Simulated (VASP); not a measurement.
# Al3Cu2 (P-3m1) in VASP: notebook, part 2 of 2

VASP 6.6.1. The steps go on from the part before.

**5. Single point, LDA**

This run uses another cell than the first one, of the same volume but with other edges.

INCAR

```
PREC = Accurate
ENCUT = 520
EDIFF = 1E-6
ISMEAR = 0
SIGMA = 0.15
LREAL = F
LASPH = T
NELM = 80
ALGO = Fast
ISIF = 2
LWAVE = F
LCHARG = F
GGA = CA
NBANDS = 24
```

KPOINTS

```
Automatic mesh
0
Gamma
  12 12 8
```

POSCAR

```
Al3Cu2
1.0
    3.9610147888      0.0000000000      0.0000000000
   -1.9805073944      3.4303394319      0.0000000000
    0.0000000000      0.0000000000      5.1618512506
Al Cu
3 2
Direct
    0.0000000000      0.0000000000      0.0000000000
    0.3333333333      0.6666666667      0.3508928116
    0.6666666667      0.3333333333      0.6491071884
    0.3333333333      0.6666666667      0.8415870660
    0.6666666667      0.3333333333      0.1584129340
```

Potentials or basis: VASP PAW LDA potentials, release 64 (Al, Cu).

On the command line:

```
cat potpaw_LDA.64/Al/POTCAR potpaw_LDA.64/Cu/POTCAR > POTCAR
mpirun -np 1 vasp_std > vasp.out
```

OUTCAR:

```text
PREC = Accurate
   ENCUT = 520
   EDIFF = 1E-6
   ISMEAR = 0
   LREAL = F
   LASPH = T
   NELM = 80
   ISIF = 2
   GGA = CA

 ion  position               nearest neighbor table
   1  0.000  0.000  0.000-   4 2.43   5 2.43   5 2.43   4 2.43   5 2.43   4 2.43   2 2.92   3 2.92
                             2 2.92   3 2.92   3 2.92   2 2.92
   2  0.333  0.667  0.351-   5 2.49   5 2.49   5 2.49   4 2.53   4 2.63   3 2.76   3 2.76   3 2.76
                             1 2.92   1 2.92   1 2.92
[... 860 lines left out ...]
  -------------------------------------------------------------------------------------
  Total        2.5797178      2.5797178     -2.4943826      0.0000000      0.0000000      0.0000000
  in kB       58.9296326     58.9296326    -56.9802828      0.0000000      0.0000000      0.0000000
  external PRESSURE =      20.2929941 kB  Pullay stress =       0.0000000 kB

 VOLUME and BASIS-vectors are now :
 -----------------------------------------------------------------------------
  energy-cutoff  :      520.00
  volume of cell :       70.14
      direct lattice vectors                 reciprocal lattice vectors
     3.961014789  0.000000000  0.000000000     0.252460557  0.145758171  0.000000000
    -1.980507394  3.430339432  0.000000000     0.000000000  0.291516341  0.000000000
     0.000000000  0.000000000  5.161851251     0.000000000  0.000000000  0.193728946

 POSITION                                       TOTAL-FORCE (eV/Angst)
 -----------------------------------------------------------------------------------
      0.00000      0.00000      0.00000         0.000000      0.000000      0.000000
     -0.00000      2.28689      1.81126         0.000000      0.000000      0.009308
      1.98051      1.14345      3.35059         0.000000     -0.000000     -0.009308
     -0.00000      2.28689      4.34415        -0.000000      0.000000     -0.189684
      1.98051      1.14345      0.81770         0.000000     -0.000000      0.189684
 -----------------------------------------------------------------------------------
    total drift:                               -0.000000      0.000000     -0.000000

  FREE ENERGIE OF THE ION-ELECTRON SYSTEM (eV)
  ---------------------------------------------------
  free  energy   TOTEN  =       -22.7935542002 eV

  energy  without entropy=      -22.7786067849  energy(sigma->0) =      -22.78608049
```

stdout:

```text
POSCAR found type information on POSCAR AlCu
 POSCAR found :  2 types and       5 ions
 scaLAPACK will be used
 LDA part: xc-table for (Slater(with rela. corr.)+CA(PZ))
 , standard interpolation
 POSCAR, INCAR and KPOINTS ok, starting setup
 FFT: planning ... GRIDC
 FFT: planning ... GRID_SOFT
 FFT: planning ... GRID
 WAVECAR not read
 entering main loop
```

It took 2.2 min on 1 thread of Intel Xeon 6975P-C (Granite Rapids), shared host; peak memory 0.29 GiB.

Results:

```yaml
Free_energy: -22.7936 eV
Pressure: 2.0 GPa
Largest_force: 0.190 eV/Å
Band_gap_on_the_k_mesh: zero (an odd number of electrons rules out a gap without spin polarisation)
```

Forces in eV/Å, atoms in the order of the input:
```
Al   0.000  0.000  0.000
Al   0.000  0.000  0.009
Al   0.000  0.000 -0.009
Cu   0.000  0.000 -0.190
Cu   0.000  0.000  0.190
```

Levels at points of the mesh, in eV from the Fermi level:
```
           k point  band 12  band 13  band 14  band 15  band 16  band 17  band 18  band 19
(0.00, 0.00, 0.00)    -3.83    -3.79     0.34     0.34     1.91     1.91     3.37     3.68
(0.50, 0.00, 0.00)    -4.14    -3.23    -2.77    -2.68    -0.97    -0.20     0.78     2.99
(0.00, 0.00, 0.50)    -4.19     1.19     1.59     1.59     1.75     1.75     1.93     2.94
(0.50, 0.00, 0.50)    -4.25    -4.24    -3.56    -1.54     0.04     1.13     1.52     4.42
```

Caveat: the stress differs along the axes, from -6 to 6 GPa.

**6. Single point, LDA**

This run uses another cell than the first one, of 14.04 Å³/atom.

INCAR

```
SYSTEM = Al3Cu2
ALGO     = Fast           ! electronic algorithm
EDIFF    = 1E-6           ! SCF threshold, eV
ENCUT    = 520            ! plane-wave cutoff, eV
ISIF     = 2              ! what is computed and relaxed
ISMEAR   = 0              ! smearing method
LASPH    = .TRUE.         ! aspherical terms in the spheres
LCHARG   = .FALSE.        ! write CHGCAR
LREAL    = .FALSE.        ! projectors in reciprocal space
LWAVE    = .FALSE.        ! write WAVECAR
NBANDS   = 24             ! bands
NELM     = 60             ! most SCF steps
PREC     = Accurate       ! precision mode
SIGMA    = 0.15           ! smearing width, eV
```

KPOINTS

```
k-points
0
G
  12 12 8
  0 0 0
```

POSCAR: that of step 5 with these lines changed.

```diff
@@ -2,5 +2,5 @@
 1.0
-    3.9610147888      0.0000000000      0.0000000000
-   -1.9805073944      3.4303394319      0.0000000000
-    0.0000000000      0.0000000000      5.1618512506
+    4.0084666631      0.0000000000      0.0000000000
+   -2.0042333315      3.4714339605      0.0000000000
+    0.0000000000      0.0000000000      5.0464530283
 Al Cu
```

Potentials or basis: VASP PAW LDA potentials, release 64 (Al, Cu).

On the command line:

```
cat potpaw_LDA.64/Al/POTCAR potpaw_LDA.64/Cu/POTCAR > POTCAR
mpirun -np 1 vasp_std > vasp.out
```

Run time: 2.1 min. Hardware: 1 thread of Intel Xeon 6975P-C (Granite Rapids), shared host; peak memory 0.29 GiB.

The run converged. Its results:

* Free energy: -22.8863 eV
* Pressure: 0.9 GPa
* Largest force: 0.107 eV/Å
* Band gap on the k mesh: zero (an odd number of electrons rules out a gap without spin polarisation)

Forces in eV/Å, atoms in the order of the input:
```
Al   0.000  0.000  0.000
Al   0.000  0.000  0.010
Al   0.000  0.000 -0.010
Cu   0.000  0.000 -0.107
Cu   0.000  0.000  0.107
```

Stress tensor (GPa, compression positive):
```
 3.04  0.00  0.00
 0.00  3.04  0.00
 0.00  0.00 -3.48
```

Levels at points of the mesh, in eV from the Fermi level:
```csv
k point,band 12,band 13,band 14,band 15,band 16,band 17,band 18,band 19,band 20,band 21
"(0.00, 0.00, 0.00)",-3.81,-3.80,0.05,0.05,1.63,1.63,2.97,3.30,5.41,5.41
"(0.50, 0.00, 0.00)",-4.20,-3.15,-2.91,-2.71,-0.88,-0.10,0.54,3.02,3.83,4.86
"(0.00, 0.00, 0.50)",-4.27,1.39,1.39,1.52,1.52,1.55,2.25,2.70,2.70,3.48
"(0.50, 0.00, 0.50)",-4.32,-4.27,-3.60,-1.69,-0.08,0.94,1.24,4.80,5.01,5.14
```

Caveat: the stress differs along the axes, from -3 to 3 GPa.

**7. The runs side by side**

```tsv
cell	gap on the mesh (eV)	pressure (GPa)	largest force (eV/Å)
a = 3.914, b = 3.914, c = 5.277 Å, angles 90.0, 90.0, 120.0°, 5 atoms	none	2.8	0.27
a = 4.198, b = 4.198, c = 4.586 Å, angles 90.0, 90.0, 120.0°, 5 atoms	none	4.1	0.55
a = 4.150, b = 4.150, c = 4.701 Å, angles 90.0, 90.0, 120.0°, 5 atoms	none	1.9	0.32
a = 3.961, b = 3.961, c = 5.162 Å, angles 90.0, 90.0, 120.0°, 5 atoms	none	2.0	0.19
a = 4.008, b = 4.008, c = 5.046 Å, angles 90.0, 90.0, 120.0°, 5 atoms	none	0.9	0.11
```

Alike in all rows: task single point; level LDA; potentials or basis VASP PAW LDA potentials, release 64 (Al, Cu); no spin polarisation; k mesh 12 × 12 × 8; cutoff (eV) 520; smearing gaussian 0.15 eV.

Caveats: the stress differs along the axes, from -8 to 8 GPa (at least some runs); the stress differs along the axes, from -4 to 21 GPa (at least some runs); the stress differs along the axes, from -4 to 13 GPa (at least some runs); the stress differs along the axes, from -6 to 6 GPa (at least some runs); the stress differs along the axes, from -3 to 3 GPa (at least some runs).

Absolute energies hang on the potentials; compare differences alone.
